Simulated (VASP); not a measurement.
# La (I4_1/amd) in VASP: further runs, part 2 of 2

VASP 6.6.1.

## (4) Relaxation of shape and atoms at fixed volume, PBE

The input, INCAR:

```
SYSTEM = La
ALGO     = Normal         ! electronic algorithm
EDIFF    = 1E-7           ! SCF threshold, eV
EDIFFG   = -0.005         ! ionic threshold
ENCUT    = 600            ! plane-wave cutoff, eV
GGA      = PE             ! functional
IBRION   = 2              ! ionic algorithm
ISIF     = 4              ! what is computed and relaxed
ISMEAR   = -1             ! smearing method
LASPH    = .True.         ! aspherical terms in the spheres
LCHARG   = .False.        ! write CHGCAR
LREAL    = .False.        ! projectors in reciprocal space
LWAVE    = .False.        ! write WAVECAR
NELM     = 60             ! most SCF steps
NSW      = 50             ! ionic steps
PREC     = Accurate       ! precision mode
SIGMA    = 0.08           ! smearing width, eV
```

The input, KPOINTS:

```
k-points
0
Gamma
  13 13 13
  0 0 0
```

The input, POSCAR:

```
La
1.0
   -2.8256541133      2.8256541133      1.6743442796
    2.8256541133     -2.8256541133      1.6743442796
    2.8256541133      2.8256541133     -1.6743442796
La
2
Direct
   -0.3750000000     -0.1250000000     -0.2500000000
    0.3750000000      0.1250000000      0.2500000000
```

Potentials or basis: VASP PAW PBE potentials, release 64 (La).

Started as:

```sh
$ cat potpaw_PBE.64/La/POTCAR > POTCAR
$ mpirun -np 1 vasp_std > vasp.out
```

OUTCAR:

```text
SYSTEM = La
   EDIFF = 1E-7
   EDIFFG = -0.005
   ENCUT = 600
   GGA = PE
   IBRION = 2
   ISIF = 4
   ISMEAR = -1
   LASPH = .True.
   LREAL = .False.
   NELM = 60
   NSW = 50
   PREC = Accurate

 ion  position               nearest neighbor table
   1  0.625  0.875  0.750-   2 2.95   2 2.95   2 2.95   2 2.95
   2  0.375  0.125  0.250-   1 2.95   1 2.95   1 2.95   1 2.95

  LATTYP: Found a body centered tetragonal cell.
 ALAT       =     5.6513082266
 C/A-ratio  =     0.5925510386

  Lattice vectors:

 A1 = (  -2.8256541133,   2.8256541133,   1.6743442796)
 A2 = (   2.8256541133,  -2.8256541133,   1.6743442796)
 A3 = (   2.8256541133,   2.8256541133,  -1.6743442796)

Analysis of symmetry for initial positions (statically):
=====================================================================
 Subroutine PRICEL returns:
 Original cell was already a primitive cell.

 Routine SETGRP: Setting up the symmetry group for a
 body centered tetragonal supercell.

 Subroutine GETGRP returns: Found 16 space group operations
 (whereof  4 operations were pure point group operations)
 out of a pool of 16 trial point group operations.

The static configuration has the point symmetry C_2h.
 The point group associated with its full space group is D_4h.

Analysis of symmetry for dynamics (positions and initial velocities):
=====================================================================
 Subroutine PRICEL returns:
 Original cell was already a primitive cell.

 Routine SETGRP: Setting up the symmetry group for a
 body centered tetragonal supercell.

 Subroutine GETGRP returns: Found 16 space group operations
 (whereof  4 operations were pure point group operations)
 out of a pool of 16 trial point group operations.

The dynamic configuration has the point symmetry C_2h.
 The point group associated with its full space group is D_4h.

 Subroutine INISYM returns: Found 16 space group operations
[... 130 lines left out ...]
  energy-cutoff  :      600.00
  volume of cell :       53.47
 maximum number of plane-waves:      1803
   NGX = 17   NGY = 17   NGZ = 17

--------------------------------------- Ionic step        1  -------------------------------------------

 number of electron      22.0000001 magnetization

 Free energy of the ion-electron system (eV)
  ---------------------------------------------------
  ext. energy  EPLUGINS =         0.00000000
  ---------------------------------------------------
  free energy    TOTEN  =        -8.68239154 eV

  energy without entropy =       -8.62827091  energy(sigma->0) =       -8.65533122

------------------------ aborting loop because EDIFF is reached ----------------------------------------

  FORCE on cell =-STRESS in cart. coord.  units (eV):
  Direction    XX          YY          ZZ          XY          YZ          ZX
  --------------------------------------------------------------------------------------
  -------------------------------------------------------------------------------------
  Total        4.0778990      4.0778990      5.1299742      0.0000000      0.0000000      0.0000000
  in kB      122.1811759    122.1811759    153.7032348      0.0000000      0.0000000      0.0000000
  external PRESSURE =     132.6885288 kB  Pullay stress =       0.0000000 kB
[... 59 lines left out ...]
--------------------------------------- Ionic step        3  -------------------------------------------

 number of electron      22.0000000 magnetization

 Free energy of the ion-electron system (eV)
  ---------------------------------------------------
  ext. energy  EPLUGINS =         0.00000000
  ---------------------------------------------------
  free energy    TOTEN  =        -8.69404131 eV

  energy without entropy =       -8.64414693  energy(sigma->0) =       -8.66909412

 E-fermi :  11.3161     XC(G=0): -10.9443

 val. band max:       11.3103337592   @ k =  -0.4615   0.3077   0.0769
 cond. band min:      11.3232897961   @ k =  -0.1538   0.2308   0.0769
 fundamental gap:      0.0129560369
 Fermi energy:        11.3161401113

 k-point     1 :       0.0000    0.0000    0.0000
  band No.  band energies     occupation
      1     -21.8081      2.00000
      2     -20.1300      2.00000
      3      -6.5654      2.00000
      4      -6.5654      2.00000
      5      -3.9745      2.00000
      6      -3.8762      2.00000
      7      -3.0929      2.00000
      8      -3.0929      2.00000
      9       7.7872      2.00000
     10       8.9019      2.00000
     11      10.6921      1.99918
     12      10.9182      1.98627
     13      12.0657      0.00017
     14      12.5582      0.00000
[... 401 lines left out ...]
      2     -20.5310      2.00000
      3      -6.6723      2.00000
      4      -6.0750      2.00000
      5      -5.6536      2.00000
      6      -4.5585      2.00000
      7      -3.9611      2.00000
      8      -3.1062      2.00000
      9       9.1243      2.00000
     10       9.9115      2.00000
     11      10.7480      1.99835
     12      12.1950      0.00003
     13      12.7816      0.00000
     14      12.9529      0.00000
     15      13.1324      0.00000

 [... further k-points ...]
[... 5 lines left out ...]
  --------------------------------------------------------------------------------------
  -------------------------------------------------------------------------------------
  Total        4.4469295      4.4469295      4.4433535      0.0000000      0.0000000     -0.0000000
  in kB      133.2379913    133.2379913    133.1308460      0.0000000      0.0000000     -0.0000000
  external PRESSURE =     133.2022762 kB  Pullay stress =       0.0000000 kB
[... 17 lines left out ...]
  FREE ENERGIE OF THE ION-ELECTRON SYSTEM (eV)
  ---------------------------------------------------
  free  energy   TOTEN  =        -8.6940413070 eV

  energy  without entropy=       -8.6441469317  energy(sigma->0) =       -8.66909412

 reached required accuracy - stopping structural energy minimisation
```

OSZICAR:

```text
N       E                     dE             d eps       ncg     rms          rms(c)
DAV:   1     0.244658121380E+03    0.24466E+03   -0.87321E+03  5952   0.242E+03
DAV:   2     0.294258164667E+02   -0.21523E+03   -0.21343E+03  9032   0.386E+02
DAV:   3    -0.441596312623E+01   -0.33842E+02   -0.33319E+02 10240   0.172E+02
[... 23 lines left out ...]
DAV:   3    -0.869404623622E+01    0.13257E-02   -0.76999E-03 11096   0.109E+00    0.489E-02
DAV:   4    -0.869403938713E+01    0.68491E-05   -0.34157E-04 10013   0.199E-01    0.294E-02
DAV:   5    -0.869404139613E+01   -0.20090E-05   -0.21303E-05 11488   0.604E-02    0.986E-03
DAV:   6    -0.869404123366E+01    0.16246E-06   -0.44308E-06 11481   0.227E-02    0.178E-03
DAV:   7    -0.869404130702E+01   -0.73358E-07   -0.23064E-07  7183   0.677E-03
   3 F= -.86940413E+01 E0= -.86690941E+01  d E =-.116498E-01
```

CONTCAR:

```text
La
   1.00000000000000
    -2.7950038147197227    2.7950038147197227    1.7112676908437388
     2.7950038147197227   -2.7950038147197227    1.7112676908437388
     2.7950038147197227    2.7950038147197227   -1.7112676908437388
  La
     2
Direct
     0.6250000000000000    0.8750000000000000    0.7500000000000000
     0.3750000000000000    0.1250000000000000    0.2500000000000000

  0.00000000E+00  0.00000000E+00  0.00000000E+00
  0.00000000E+00  0.00000000E+00  0.00000000E+00
```

It took 5.7 min on 1 thread of Intel Xeon Platinum 8488C (Sapphire Rapids), shared host; peak memory 0.37 GiB.

What came out:

```
Free energy               : -8.6940 eV
Energy gained by relaxing : 5.8 meV/atom
Ionic steps               : 3
Pressure after relaxing   : 13.3 GPa
Band gap on the k mesh    : zero (bands 11 and 12 overlap by 1.47 eV)
```

Step by step:
| step | energy change (eV) | largest force (eV/Å) | pressure (GPa) | volume (Å³) |
| --- | --- | --- | --- | --- |
| 1 | 0.0000 | 0.0000 | 13.27 | 53.47 |
| 2 | -0.0110 | 0.0000 | 13.29 | 53.47 |
| 3 | -0.0116 | 0.0000 | 13.32 | 53.47 |

Final structure:
```xyz
2
Lattice="-2.7950 2.7950 1.7113 2.7950 -2.7950 1.7113 2.7950 2.7950 -1.7113" Properties=species:S:1:pos:R:3 pbc="T T T"
La    2.7950    1.3975    1.2835
La    0.0000    1.3975    0.4278
```

Caveat: spin-orbit coupling is left out, which moves the levels of the heavy elements.

## (5) Summary

| task | cell | cutoff (eV) | gap on the mesh (eV) | pressure (GPa) |
| --- | --- | --- | --- | --- |
| single point | a = 4.308 Å, angles 99.1, 99.1, 133.2°, 2 atoms | 520 | none | 13.3 |
| relaxation of shape and atoms at fixed volume | relaxed from a = 3.654 Å, angles 98.6, 98.6, 134.5°, 2 atoms | 600 | none | 133.4 |
| relaxation of shape and atoms at fixed volume | relaxed from a = 4.333 Å, angles 98.6, 98.6, 134.5°, 2 atoms | 600 | none | 13.3 |

Alike in all rows: level PBE; potentials or basis VASP PAW PBE potentials, release 64 (La); no spin polarisation; k mesh 13 × 13 × 13; smearing fermi-dirac 0.08 eV.

Caveats: spin-orbit coupling is left out, which moves the levels of the heavy elements; the cell stands under pressure (at least some runs).

Total energies depend on the potentials used, so only differences within one code and one set of settings carry meaning.

The gap in the log of VASP goes by the Fermi energy; the results here count the filled bands.